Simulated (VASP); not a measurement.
## BN: single point with r2SCAN

The system is BN.

```
B N
1.0
     2.46360    0.00000    0.00000
    -1.23180    2.13354    0.00000
     0.00000    0.00000    6.88143
B N
2 2
Direct
  0.33333 0.66667 0.25000
  0.66667 0.33333 0.75000
  0.33333 0.66667 0.75000
  0.66667 0.33333 0.25000
```

This cell differs from its parent crystal: ratio of the length along z to the lengths across it x 1.05, volume and fractional coordinates fixed.

```
Program                : VASP 6.6.1
Task                   : single point
Functional             : r2SCAN
Potentials or basis    : VASP PAW PBE potentials, release 64 (B, N)
Cutoff                 : 520 eV
k mesh                 : 12 × 12 × 4
Occupations            : gaussian, width 0.05 eV
Spin                   : no spin polarisation
Dipole correction      : no
Further INCAR settings : ALGO = Normal; EDIFF = 1e-07; NBANDS = 16
```

- Pressure: 11.9 GPa
- Band gap on the k mesh: 5.01 eV, indirect (least direct gap 5.50 eV)

Stress tensor (GPa, compression positive):
```
17.94  0.00  0.00
 0.00 17.94  0.00
 0.00  0.00 -0.28
```

Levels at points of the mesh, in eV from the valence-band top:
```csv
k point,band 5,band 6,band 7,band 8,band 9,band 10,band 11,band 12
"(0.00, 0.00, 0.00)",-1.30,-1.30,-1.27,-1.27,5.36,10.68,12.73,12.73
"(0.50, 0.00, 0.00)",-4.37,-4.32,-1.38,-0.56,5.01,6.29,10.63,11.24
"(0.00, 0.00, 0.50)",-1.29,-1.29,-1.29,-1.29,7.69,7.69,12.78,12.78
"(0.50, 0.00, 0.50)",-4.34,-4.34,-0.96,-0.96,5.45,5.45,11.13,11.13
```

Wall time 2.2 min on 1 thread of Intel(R) Xeon(R) Platinum 8375C CPU @ 2.90GHz (Ice Lake), on a shared host, peak memory 0.16 GiB.

Caveat: the PAW data sets were made with another functional, which shifts forces and pressure a little. A k mesh can miss the band edges.
